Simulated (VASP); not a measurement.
# Hg (R-3m) in VASP: a series of runs

The runs below take Hg through single point, with PBE.

All numbers are computed with VASP 6.6.1; they aren't measurements. Logs are shortened: lines on timing, memory, paths and dates and some standing lists are left out, and cuts for length are marked.

**1. The cell of the first run**

Symmetry: R-3m, No. 166, trigonal system. The conventional cell has a = 3.460 Å, b = 3.460 Å, c = 6.702 Å, α = 90.00°, β = 90.00°, γ = 120.00°. Within 3.9 Å of Hg (site symmetry -3m) lie 12 Hg at 3.00 to 3.46 Å.

**2. Single point, PBE**

The input, INCAR:

```
SYSTEM = Hg
PREC = Accurate
ENCUT = 520
EDIFF = 1E-6
ISMEAR = 0
SIGMA = 0.15
LREAL = .FALSE.
LASPH = .TRUE.
NELM = 60
ALGO = Fast
ISIF = 2
LWAVE = .FALSE.
LCHARG = .TRUE.
GGA = PE
LELF = .TRUE.
LVHAR = .TRUE.
NBANDS = 12
```

The input, KPOINTS:

```
Automatic mesh
0
G
  18 18 18
  0 0 0
```

The input, POSCAR:

```
Hg
1.0
    1.7300004553      0.9988162286      2.2340000000
   -1.7300004553      0.9988162286      2.2340000000
    0.0000000000     -1.9976324571      2.2340000000
Hg
1
Direct
    0.0000000000      0.0000000000      0.0000000000
```

Potentials or basis: VASP PAW PBE potentials, release 64 (Hg).

Command:

```console
$ cat potpaw_PBE.64/Hg/POTCAR > POTCAR
$ mpirun -np 1 vasp_std > vasp.out
```

OUTCAR:

```text
SYSTEM = Hg
   PREC = Accurate
   ENCUT = 520
   EDIFF = 1E-6
   ISMEAR = 0
   LREAL = .FALSE.
   LASPH = .TRUE.
   NELM = 60
   ISIF = 2
   GGA = PE

 ion  position               nearest neighbor table
   1  0.000  0.000  0.000-

  LATTYP: Found a trigonal (rhomboedric) cell.
 ALAT       =     2.9968802835
 COS(alpha) =     0.3335253405

  Lattice vectors:

 A1 = (   1.7300004553,   0.9988162286,   2.2340000000)
 A2 = (  -1.7300004553,   0.9988162286,   2.2340000000)
 A3 = (   0.0000000000,  -1.9976324571,   2.2340000000)

Analysis of symmetry for initial positions (statically):
=====================================================================
 Subroutine PRICEL returns:
 Original cell was already a primitive cell.

 Routine SETGRP: Setting up the symmetry group for a
 trigonal (rhombohedral) supercell.

 Subroutine GETGRP returns: Found 12 space group operations
 (whereof 12 operations were pure point group operations)
 out of a pool of 12 trial point group operations.

The static configuration has the point symmetry D_3d.

Analysis of symmetry for dynamics (positions and initial velocities):
=====================================================================
 Subroutine PRICEL returns:
 Original cell was already a primitive cell.

 Routine SETGRP: Setting up the symmetry group for a
 trigonal (rhombohedral) supercell.

 Subroutine GETGRP returns: Found 12 space group operations
 (whereof 12 operations were pure point group operations)
 out of a pool of 12 trial point group operations.

The dynamic configuration has the point symmetry D_3d.

 Subroutine INISYM returns: Found 12 space group operations
 (whereof 12 operations are pure point group operations),
 and found     1 'primitive' translations

----------------------------------------------------------------------------------------

                                     Primitive cell

  volume of cell :      23.1615

  direct lattice vectors                    reciprocal lattice vectors
     1.730000455  0.998816229  2.234000000     0.289017265  0.166864196  0.149209191
    -1.730000455  0.998816229  2.234000000    -0.289017265  0.166864196  0.149209191
     0.000000000 -1.997632457  2.234000000     0.000000000 -0.333728391  0.149209191

  length of vectors
     2.996880284  2.996880284  2.996880284     0.365565346  0.365565346  0.365565346

  position of ions in fractional coordinates (direct lattice)
     0.000000000  0.000000000  0.000000000

  ion indices of the primitive-cell ions
   primitive index   ion index
                 1           1

----------------------------------------------------------------------------------------

 KPOINTS: Automatic mesh

Automatic generation of k-mesh.
 Grid dimensions read from file:
 generate k-points for:   18   18   18

 Generating k-lattice:

  Cartesian coordinates                     Fractional coordinates (reciprocal lattice)
     0.016056515  0.009270233  0.008289400     0.055555556  0.000000000  0.000000000
    -0.016056515  0.009270233  0.008289400     0.000000000  0.055555556  0.000000000
     0.000000000 -0.018540466  0.008289400     0.000000000  0.000000000  0.055555556

  Length of vectors
     0.020309186  0.020309186  0.020309186

  Shift w.r.t. Gamma in fractional coordinates (k-lattice)
     0.000000000  0.000000000  0.000000000

 Subroutine IBZKPT returns following result:
 ===========================================

 Found    580 irreducible k-points:

 Following reciprocal coordinates:
            Coordinates               Weight
  0.000000  0.000000  0.000000      1.000000
  0.055556  0.000000 -0.000000      6.000000
  0.111111  0.000000 -0.000000      6.000000
  0.166667 -0.000000 -0.000000      6.000000
  0.222222  0.000000 -0.000000      6.000000
  0.277778 -0.000000 -0.000000      6.000000
[... 16 lines left out ...]
 -0.277778  0.055556  0.000000     12.000000
 -0.222222  0.055556  0.000000     12.000000
 [... further k-points ...]
   k-points           NKPTS =    580   k-points in BZ     NKDIM =    580   number of bands    NBANDS=     12
   number of dos      NEDOS =    301   number of ions     NIONS =      1
   total plane-waves  NPLWV =  13824
   dimension x,y,z NGX =    24 NGY =   24 NGZ =   24
   dimension x,y,z NGXF=    48 NGYF=   48 NGZF=   48
   ions per type =               1
   NGX,Y,Z   is equivalent  to a cutoff of  13.31, 13.31, 13.31 a.u.
   NGXF,Y,Z  is equivalent  to a cutoff of  26.63, 26.63, 26.63 a.u.
 SYSTEM =  Hg
   PREC   = accura    normal or accurate (medium, high low for compatibility)
   ISTART =      0    job   : 0-new  1-cont  2-samecut
   ICHARG =      2    charge: 1-file 2-atom 10-const
   ISPIN  =      1    spin polarized calculation?
   LNONCOLLINEAR =      F non collinear calculations
   LSORBIT =      F    spin-orbit coupling
   LASPH  =      T    aspherical Exc in radial PAW
   ENCUT  =  520.0 eV  38.22 Ry    6.18 a.u.   5.57  5.57  5.57*2*pi/ulx,y,z
   NELM   =     60;   NELMIN=  2; NELMDL= -5     # of ELM steps
   EDIFF  = 0.1E-05   stopping-criterion for ELM
   LREAL  =      F    real-space projection
   EDIFFG = 0.1E-04   stopping-criterion for IOM
   NSW    =      0    number of steps for IOM
   IBRION =     -1    ionic relax: 0-MD 1-quasi-New 2-CG
   NFREE  =      0    steps in history (QN), initial steepest desc. (CG)
   ISIF   =      2    stress and relaxation
   ISYM   =      2    0-nonsym 1-usesym 2-fastsym
   POTIM  = 0.5000    time-step for ionic-motion
   TEBEG  =    0.0;   TEEND  =   0.0 temperature during run
   PSTRESS=    0.0 pullay stress
   NELECT =      12.0000    total number of electrons
   NUPDOWN=      -1.0000    fix difference up-down
   EMIN   =  10.00;   EMAX   =-10.00  energy-range for DOS
   EFERMI =   0.00;   METHOD = LEGACY
   ISMEAR =     0;   SIGMA  =   0.15  broadening in eV -4-tet -1-fermi 0-gaus
   EFERMI_NEDOS =   21; number of points for ismear=-14 and -15
   IALGO  =     68    algorithm
   IMIX   =      4    mixing-type and parameters
     AMIX     =   0.40;   BMIX     =  1.00
     AMIX_MAG =   1.60;   BMIX_MAG =  1.00
  volume/ion in A,a.u.               =      23.16       156.30
  Fermi-wavevector in a.u.,A,eV,Ry     =   1.314861  2.484727 23.522560  1.728859
  Thomas-Fermi vector in A             =   2.445084
   LORBIT       =      0    0 simple, 1 ext, 2 COOP (PROOUT), +10 PAW based schemes
   GGA     = PE    functional components
   LHFCALC =     F    Hartree Fock is set to
   AEXX    =    0.0000 exact exchange contribution
   IVDW    =     0    specifies the selected vdW correction
   LEPSILON=     F    determine dielectric tensor
   LRPA    =     F    only Hartree local field effects (RPA)
 non-spin polarized calculation
 RMM-DIIS sequential band-by-band and
 Gauss-broadening in eV      SIGMA  =   0.15
  energy-cutoff  :      520.00
  volume of cell :       23.16
 maximum number of plane-waves:       644
   NGX = 11   NGY = 11   NGZ = 11

 number of electron      12.0000003 magnetization

 Free energy of the ion-electron system (eV)
  ---------------------------------------------------
  ext. energy  EPLUGINS =         0.00000000
  ---------------------------------------------------
  free energy    TOTEN  =        -0.07744842 eV

  energy without entropy =       -0.07378208  energy(sigma->0) =       -0.07561525

 E-fermi :   3.0178     XC(G=0): -10.9429

 val. band max:        3.0031686397   @ k =  -0.3889   0.3889   0.3889
 cond. band min:       3.0211149441   @ k =  -0.4444   0.5000   0.2222
 fundamental gap:      0.0179463044
 Fermi energy:         3.0178212491

 k-point     1 :       0.0000    0.0000    0.0000
  band No.  band energies     occupation
      1      -6.3796      2.00000
      2      -4.8362      2.00000
      3      -4.8362      2.00000
      4      -3.5238      2.00000
      5      -3.3532      2.00000
      6      -3.3532      2.00000
      7      15.1906      0.00000
      8      15.6427      0.00000
      9      15.6427      0.00000
     10      20.1574      0.00000
     11      21.4203      0.00000
     12      21.4203      0.00000

 k-point     2 :       0.0556    0.0000   -0.0000
  band No.  band energies     occupation
      1      -6.3087      2.00000
      2      -4.8311      2.00000
      3      -4.8156      2.00000
      4      -3.5224      2.00000
      5      -3.3628      2.00000
      6      -3.3567      2.00000
      7      14.7311      0.00000
      8      15.3519      0.00000
      9      15.6853      0.00000
     10      20.5177      0.00000
     11      21.3841      0.00000
     12      21.8174      0.00000

 k-point     3 :       0.1111    0.0000   -0.0000
  band No.  band energies     occupation
      1      -6.1085      2.00000
      2      -4.8180      2.00000
      3      -4.7456      2.00000
      4      -3.5156      2.00000
      5      -3.3878      2.00000
      6      -3.3649      2.00000
      7      13.1080      0.00000
      8      15.4399      0.00000
      9      15.7974      0.00000
     10      20.7766      0.00000
     11      21.2835      0.00000
     12      22.9507      0.00000
[... 286 lines left out ...]
 k-point    23 :      -0.2778    0.0556    0.0000
  band No.  band energies     occupation
      1      -5.3714      2.00000
      2      -4.7869      2.00000
      3      -3.6564      2.00000
      4      -3.5043      2.00000
      5      -3.3926      2.00000
      6      -3.0976      2.00000
      7       7.0559      0.00000
      8      14.2162      0.00000
      9      16.3583      0.00000
     10      20.5065      0.00000
     11      21.3509      0.00000
     12      22.6243      0.00000

 k-point    24 :      -0.2222    0.0556    0.0000
  band No.  band energies     occupation
      1      -5.4696      2.00000
      2      -4.7824      2.00000
      3      -4.2103      2.00000
      4      -3.4919      2.00000
      5      -3.4341      2.00000
      6      -3.2446      2.00000
      7       8.8973      0.00000
      8      14.2097      0.00000
      9      16.3877      0.00000
     10      20.4142      0.00000
     11      22.0049      0.00000
     12      22.5929      0.00000

 [... further k-points ...]
[... 5 lines left out ...]
  --------------------------------------------------------------------------------------
  -------------------------------------------------------------------------------------
  Total        0.9021666      0.9021666      1.0553374      0.0000000      0.0000000      0.0000000
  in kB       62.4066825     62.4066825     73.0021536      0.0000000      0.0000000      0.0000000
  external PRESSURE =      65.9385062 kB  Pullay stress =       0.0000000 kB

 VOLUME and BASIS-vectors are now :
 -----------------------------------------------------------------------------
  energy-cutoff  :      520.00
  volume of cell :       23.16
      direct lattice vectors                 reciprocal lattice vectors
     1.730000455  0.998816229  2.234000000     0.289017265  0.166864196  0.149209191
    -1.730000455  0.998816229  2.234000000    -0.289017265  0.166864196  0.149209191
     0.000000000 -1.997632457  2.234000000     0.000000000 -0.333728391  0.149209191

 POSITION                                       TOTAL-FORCE (eV/Angst)
 -----------------------------------------------------------------------------------
      0.00000      0.00000      0.00000         0.000000     -0.000000      0.000000
 -----------------------------------------------------------------------------------
    total drift:                                0.000000      0.000000      0.000000

  FREE ENERGIE OF THE ION-ELECTRON SYSTEM (eV)
  ---------------------------------------------------
  free  energy   TOTEN  =        -0.0774484170 eV

  energy  without entropy=       -0.0737820796  energy(sigma->0) =       -0.07561525
```

It took 4.3 min on 1 thread of AMD EPYC 7R13, shared host; peak memory 0.24 GiB.

Results:

- Free energy: -0.0774 eV
- Pressure: 6.6 GPa
- Band gap on the k mesh: zero (band 6 reaches 4.17 eV, above the bottom of band 7 at 0.90 eV)

Levels at points of the mesh, in eV from the Fermi level:
```csv
k point,band 2,band 3,band 4,band 5,band 6,band 7,band 8,band 9,band 10,band 11
"(0.00, 0.00, 0.00)",-7.85,-7.85,-6.54,-6.37,-6.37,12.17,12.62,12.62,17.14,18.40
"(0.50, 0.00, 0.00)",-7.87,-6.56,-6.43,-6.04,-2.26,-2.12,12.36,12.64,17.22,17.51
"(0.50, 0.50, 0.00)",-8.16,-6.28,-6.09,-5.56,-0.23,0.73,4.68,9.96,10.06,15.45
"(0.50, 0.50, 0.50)",-7.46,-7.46,-5.66,-5.66,-0.28,1.24,9.36,9.36,11.00,15.03
```

Caveat: spin-orbit coupling is left out, which moves the levels of the heavy elements.

**3. Single point, PBE**

The input, INCAR:

```
PREC     = Accurate       # precision mode
ENCUT    = 520            # plane-wave cutoff, eV
EDIFF    = 1E-7           # SCF threshold, eV
ISMEAR   = 0              # smearing method
SIGMA    = 0.15           # smearing width, eV
LREAL    = F              # projectors in reciprocal space
LASPH    = T              # aspherical terms in the spheres
NELM     = 60             # most SCF steps
ALGO     = Fast           # electronic algorithm
ISIF     = 2              # what is computed and relaxed
LWAVE    = F              # write WAVECAR
LCHARG   = T              # write CHGCAR
GGA      = PE             # functional
LELF     = T              # ELF
LVHAR    = T            
NBANDS   = 12             # bands
```

The input, KPOINTS:

```
Automatic mesh
0
Gamma
  21 21 21
```

POSCAR is that of step 2.

Potentials or basis: VASP PAW PBE potentials, release 64 (Hg).

Command:

```console
$ cat potpaw_PBE.64/Hg/POTCAR > POTCAR
$ mpirun -np 1 vasp_std > vasp.out
```

Wall time 7.1 min (1 thread of AMD EPYC 7R13, shared host); peak memory 0.31 GiB.

Results (log left out):

```yaml
Free_energy: -0.0780 eV
Pressure: 6.5 GPa
Band_gap_on_the_k_mesh: zero (band 6 reaches 4.29 eV, above the bottom of band 7 at 1.06 eV)
```

Stress tensor (GPa, compression positive):
```
6.19 0.00 0.00
0.00 6.19 0.00
0.00 0.00 7.23
```

Levels at points of the mesh, in eV from the Fermi level:
| k point | band 4 | band 5 | band 6 | band 7 | band 8 | band 9 |
| --- | --- | --- | --- | --- | --- | --- |
| (0.00, 0.00, 0.00) | -6.51 | -6.34 | -6.34 | 12.21 | 12.66 | 12.66 |

Caveat: spin-orbit coupling is left out, which moves the levels of the heavy elements.
